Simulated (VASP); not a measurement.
# NbAu2 (P6/mmm) in VASP: vibrations by perturbation theory with LDA

Aim: the vibrations by perturbation theory of NbAu2 with LDA.

Program: VASP 6.6.1. These are calculated values, not measurements. Logs are shortened: lines on timing, memory, paths and dates and some standing lists are left out, and cuts for length are marked.

### 1 The cell of the first run

The structure is hexagonal, space group P6/mmm (No. 191). Conventional cell: a = 4.558 Å, b = 4.558 Å, c = 2.693 Å, α = 90.00°, β = 90.00°, γ = 120.00°. Within 3.6 Å of Nb (site symmetry 6/mmm) lie 2 Nb at 2.69 Å and 12 Au at 2.96 Å. Within 3.5 Å of Au (site symmetry -6m2) lie 5 Au at 2.63 to 2.69 Å and 6 Nb at 2.96 Å.

### 2 Vibrations by perturbation theory, LDA (16.15 Å³/atom)

The input, INCAR:

```
ALGO     = Normal         # electronic algorithm
EDIFF    = 1E-8           # SCF threshold, eV
ENCUT    = 520            # plane-wave cutoff, eV
GGA      = CA             # functional
IBRION   = 8              # ionic algorithm
ISIF     = 2              # what is computed and relaxed
ISMEAR   = -1             # smearing method
LASPH    = True           # aspherical terms in the spheres
LCHARG   = True           # write CHGCAR
LREAL    = False          # projectors in reciprocal space
LWAVE    = False          # write WAVECAR
NELM     = 80             # most SCF steps
NSW      = 1              # ionic steps
PREC     = Accurate       # precision mode
SIGMA    = 0.15           # smearing width, eV
```

The input, KPOINTS:

```
k-points
0
Gamma
  12 12 16
```

The input, POSCAR:

```
NbAu2
1.0
    4.5576945805      0.0000000000      0.0000000000
   -2.2788472902      3.9470792895      0.0000000000
    0.0000000000      0.0000000000      2.6929331656
Nb Au
1 2
Direct
    0.0000000000      0.0000000000      0.0000000000
    0.3333333333      0.6666666667      0.5000000000
    0.6666666667      0.3333333333      0.5000000000
```

Potentials or basis: VASP PAW LDA potentials, release 64 (Nb_sv, Au).

The run is started by

```sh
$ cat potpaw_LDA.64/Nb_sv/POTCAR potpaw_LDA.64/Au/POTCAR > POTCAR
$ mpirun -np 1 vasp_std > vasp.out
```

OUTCAR:

```text
EDIFF = 1E-8
   ENCUT = 520
   GGA = CA
   IBRION = 8
   ISIF = 2
   ISMEAR = -1
   LASPH = True
   LREAL = False
   NELM = 80
   NSW = 1
   PREC = Accurate

 ion  position               nearest neighbor table
   1  0.000  0.000  0.000-   2 2.96   3 2.96   2 2.96   3 2.96   3 2.96   3 2.96   2 2.96   2 2.96
                             3 2.96   3 2.96   2 2.96   2 2.96
   2  0.333  0.667  0.500-   3 2.63   3 2.63   3 2.63   1 2.96   1 2.96   1 2.96   1 2.96   1 2.96
                             1 2.96
   3  0.667  0.333  0.500-   2 2.63   2 2.63   2 2.63   1 2.96   1 2.96   1 2.96   1 2.96   1 2.96
                             1 2.96

  LATTYP: Found a hexagonal cell.
 ALAT       =     4.5576945805
 C/A-ratio  =     0.5908542396

  Lattice vectors:

 A1 = (   4.5576945805,   0.0000000000,   0.0000000000)
 A2 = (  -2.2788472902,   3.9470792895,   0.0000000000)
 A3 = (   0.0000000000,   0.0000000000,   2.6929331656)

Analysis of symmetry for initial positions (statically):
=====================================================================
 Subroutine PRICEL returns:
 Original cell was already a primitive cell.

 Routine SETGRP: Setting up the symmetry group for a
 hexagonal supercell.

 Subroutine GETGRP returns: Found 24 space group operations
 (whereof 24 operations were pure point group operations)
 out of a pool of 24 trial point group operations.

The static configuration has the point symmetry D_6h.

Analysis of symmetry for dynamics (positions and initial velocities):
=====================================================================
 Subroutine PRICEL returns:
 Original cell was already a primitive cell.

 Routine SETGRP: Setting up the symmetry group for a
 hexagonal supercell.

 Subroutine GETGRP returns: Found 24 space group operations
 (whereof 24 operations were pure point group operations)
 out of a pool of 24 trial point group operations.

The dynamic configuration has the point symmetry D_6h.

 Subroutine INISYM returns: Found 24 space group operations
 (whereof 24 operations are pure point group operations),
 and found     1 'primitive' translations

----------------------------------------------------------------------------------------

                                     Primitive cell

  volume of cell :      48.4447

  direct lattice vectors                    reciprocal lattice vectors
     4.557694580  0.000000000  0.000000000     0.219409173  0.126675945  0.000000000
    -2.278847290  3.947079289  0.000000000     0.000000000  0.253351891  0.000000000
     0.000000000  0.000000000  2.692933166     0.000000000  0.000000000  0.371342302

  length of vectors
     4.557694580  4.557694581  2.692933166     0.253351891  0.253351891  0.371342302

  position of ions in fractional coordinates (direct lattice)
     0.000000000  0.000000000  0.000000000
     0.333333333  0.666666667  0.500000000
     0.666666667  0.333333333  0.500000000

  ion indices of the primitive-cell ions
   primitive index   ion index
                 1           1
                 2           2
                 3           3

----------------------------------------------------------------------------------------

 KPOINTS: k-points

Automatic generation of k-mesh.
 Grid dimensions read from file:
 generate k-points for:   12   12   16

 Generating k-lattice:

[... 96 lines left out ...]
 NGX is ok and might be reduce to    36
   NGX = 17   NGY = 17   NGZ = 11

--------------------------------------- Ionic step        1  -------------------------------------------

 number of electron      35.0000002 magnetization

 Free energy of the ion-electron system (eV)
  ---------------------------------------------------
  ext. energy  EPLUGINS =         0.00000000
  ---------------------------------------------------
  free energy    TOTEN  =       -20.80383591 eV

  energy without entropy =      -20.72778143  energy(sigma->0) =      -20.76580867

 E-fermi :  11.8399     XC(G=0): -13.3101

 val. band max:       11.8298041602   @ k =   0.3333   0.0833   0.5000
 cond. band min:      11.8557292834   @ k =   0.0833   0.0000   0.3125
 fundamental gap:      0.0259251233
 Fermi energy:        11.8399180609

 k-point     1 :       0.0000    0.0000    0.0000
  band No.  band energies     occupation
      1     -43.4105      2.00000
      2     -19.7201      2.00000
      3     -19.7201      2.00000
      4     -18.6719      2.00000
      5       1.6104      2.00000
      6       4.0582      2.00000
[... 565 lines left out ...]
     20      13.8089      0.00000
     21      14.4063      0.00000

 [... further k-points ...]

------------------------ aborting loop because EDIFF is reached ----------------------------------------

  FORCE on cell =-STRESS in cart. coord.  units (eV):
  Direction    XX          YY          ZZ          XY          YZ          ZX
  --------------------------------------------------------------------------------------
  -------------------------------------------------------------------------------------
  Total        1.5330547      1.5330547      1.4898801      0.0000000     -0.0000000      0.0000000
  in kB       50.7015901     50.7015902     49.2737107      0.0000000     -0.0000000      0.0000000
  external PRESSURE =      50.2256303 kB  Pullay stress =       0.0000000 kB

 VOLUME and BASIS-vectors are now :
 -----------------------------------------------------------------------------
  energy-cutoff  :      520.00
  volume of cell :       48.44
      direct lattice vectors                 reciprocal lattice vectors
     4.557694580  0.000000000  0.000000000     0.219409173  0.126675945  0.000000000
    -2.278847290  3.947079289  0.000000000     0.000000000  0.253351891  0.000000000
     0.000000000  0.000000000  2.692933166     0.000000000  0.000000000  0.371342302

 POSITION                                       TOTAL-FORCE (eV/Angst)
 -----------------------------------------------------------------------------------
      0.00000      0.00000      0.00000         0.000000      0.000000      0.000000
     -0.00000      2.63139      1.34647         0.000000      0.000000     -0.000000
      2.27885      1.31569      1.34647        -0.000000      0.000000      0.000000
 -----------------------------------------------------------------------------------
    total drift:                                0.000000      0.000000     -0.000000

  FREE ENERGIE OF THE ION-ELECTRON SYSTEM (eV)
  ---------------------------------------------------
  free  energy   TOTEN  =       -20.8038359115 eV

  energy  without entropy=      -20.7277814273  energy(sigma->0) =      -20.76580867

[... ionic steps 2 to 3 ...]

--------------------------------------- Ionic step        4  -------------------------------------------

------------------------ aborting loop because EDIFF is reached ----------------------------------------
[... 11 lines left out ...]
[... ionic steps 8 to 8 ...]

--------------------------------------- Ionic step        9  -------------------------------------------

 Free energy of the ion-electron system (eV)
  ---------------------------------------------------
  ---------------------------------------------------
  free energy    TOTEN  =        -0.26508425 eV

  energy without entropy =       -0.26508425

------------------------ aborting loop because EDIFF is reached ----------------------------------------

 INTERNAL STRAIN TENSOR  FOR ION    2  DIRECTION 3   (eV/Angst):
 -----------------------------------------------------------------------------
     0.00135  0.00000  0.00000
     0.00000  0.00135 -0.00000
     0.00000  0.00000  0.02597

 INTERNAL STRAIN TENSOR FOR ION    3 for displacements in x,y,z  (eV/Angst):
          X           Y           Z          XY          YZ          ZX
  --------------------------------------------------------------------------------
  x     0.00000    -0.00000     0.00000    11.44141     0.00000     0.00000
  y    11.44141   -11.44141     0.00000    -0.00000     0.00000     0.00000
  z     0.00000     0.00000     0.00000     0.00000     0.00000    -0.00000

 SECOND DERIVATIVES (NOT SYMMETRIZED)
 ------------------------------------
               1X          1Y          1Z          2X          2Y          2Z          3X          3Y          3Z
  1X    -7.969244   -0.000000    0.000000    3.984622    0.000000    0.000000    3.984622    0.000000    0.000000
  1Y    -0.000000   -7.969244    0.000000    0.000000    3.984622    0.000000    0.000000    3.984622    0.000000
  1Z     0.000000   -0.000000   -4.086530    0.000000    0.000000    2.043265   -0.000000    0.000000    2.043265
  2X     3.889216    0.000000    0.000000  -15.015754   -0.000000    0.000000   11.126537    0.000000    0.000000
  2Y     0.000000    3.889216    0.000000   -0.000000  -15.015754    0.000000    0.000000   11.126537    0.000000
  2Z    -0.000000    0.000000    2.043646    0.000000    0.000000   -2.260393    0.000000    0.000000    0.216747
  3X     3.889216    0.000000    0.000000   11.126537    0.000000    0.000000  -15.015754   -0.000000    0.000000
  3Y     0.000000    3.889216    0.000000    0.000000   11.126537    0.000000   -0.000000  -15.015754    0.000000
  3Z    -0.000000    0.000000    2.043646    0.000000    0.000000    0.216747    0.000000    0.000000   -2.260393

 Eigenvectors and eigenvalues of the dynamical matrix
 ----------------------------------------------------

   1 f  =    5.695435 THz    35.785475 2PiTHz  189.979270 cm-1    23.554417 meV
             X         Y         Z           dx          dy          dz
      0.000000  0.000000  0.000000     0.000000   -0.000000   -0.000000
     -0.000000  2.631386  1.346467    -0.167643   -0.686947    0.000000
      2.278847  1.315693  1.346467     0.167643    0.686947   -0.000000
[... 43 lines left out ...]
   9 f/i=    0.024000 THz     0.150797 2PiTHz    0.800555 cm-1     0.099256 meV
             X         Y         Z           dx          dy          dz
      0.000000  0.000000  0.000000     0.092555    0.422582    0.000000
     -0.000000  2.631386  1.346467     0.136397    0.622756    0.000000
      2.278847  1.315693  1.346467     0.136397    0.622756    0.000000

--------------------------------------------------------------------------------------------------------

 ELASTIC MODULI CONTR FROM IONIC RELAXATION (kBar)
 Direction    XX          YY          ZZ          XY          YZ          ZX
 --------------------------------------------------------------------------------
 XX        -331.2143    331.2143      0.0000     -0.0000      0.0000     -0.0000
 YY         331.2143   -331.2143      0.0000     -0.0000      0.0000      0.0000
 ZZ           0.0000      0.0000      0.0000      0.0000      0.0000      0.0000
 XY          -0.0000     -0.0000      0.0000   -331.2143      0.0000      0.0000
 YZ           0.0000      0.0000      0.0000      0.0000      0.0000      0.0000
 ZX          -0.0000      0.0000      0.0000      0.0000      0.0000     -0.0000
 --------------------------------------------------------------------------------
```

Run time: 58 min. Hardware: 1 thread of Oxide Virtual Turin-like, shared host; peak memory 1.4 GiB.

What came out:

```yaml
Highest_phonon_frequency_at_Γ: 190 cm⁻¹
```

Phonon frequencies in cm⁻¹ (negative: imaginary):
```
              q point                     frequencies
(0.000, 0.000, 0.000)  -1 -1 0 58 122 169 169 190 190
```

Caveat: the cell stands under pressure or tension, which shifts response properties; spin-orbit coupling is left out, which moves the levels of the heavy elements.
